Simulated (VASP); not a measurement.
Wanted: the native input for a VASP 6.6.1 run.

- Task: relaxation of shape and atoms at fixed volume
- Functional: PBE
- Potentials or basis: VASP PAW PBE potentials, release 64 (Na_pv)
- Cutoff: 600 eV
- k mesh: 18 × 18 × 18
- Occupations: gaussian, width 0.1 eV
- Spin: no spin polarisation
- Dipole correction: no
- Further INCAR settings: ALGO = Fast; EDIFF = 1e-06; IBRION = 2; EDIFFG = -0.01; NSW = 50; ISIF = 4

The structure of Na lies in POSCAR:

```
Na
1.0
    3.0273838150      1.7478608605      1.2336089076
   -3.0273838150      1.7478608605      1.2336089076
    0.0000000000     -3.4957217210      1.2336089076
Na
1
Direct
    0.0000000000      0.0000000000      0.0000000000
```

The input as run:

INCAR

```
PREC = Accurate
ENCUT = 600
EDIFF = 1E-6
ISMEAR = 0
SIGMA = 0.1
LREAL = False
LASPH = True
NELM = 100
ALGO = Fast
ISIF = 4
LWAVE = False
LCHARG = False
GGA = PE
IBRION = 2
NSW = 50
EDIFFG = -0.01
```

KPOINTS

```
Automatic mesh
0
Gamma
  18 18 18
```

Potentials or basis: VASP PAW PBE potentials, release 64 (Na_pv).

The run is started by

```console
$ cat potpaw_PBE.64/Na_pv/POTCAR > POTCAR
$ mpirun -np 1 vasp_std > vasp.out
```

It gave:

```
Pressure after relaxing : -0.4 GPa
Band gap on the k mesh  : zero (an odd number of electrons rules out a gap without spin polarisation)
```

It took 2.5 min on 1 thread of Intel Xeon 8259CL, on a shared host, peak memory 0.27 GiB.
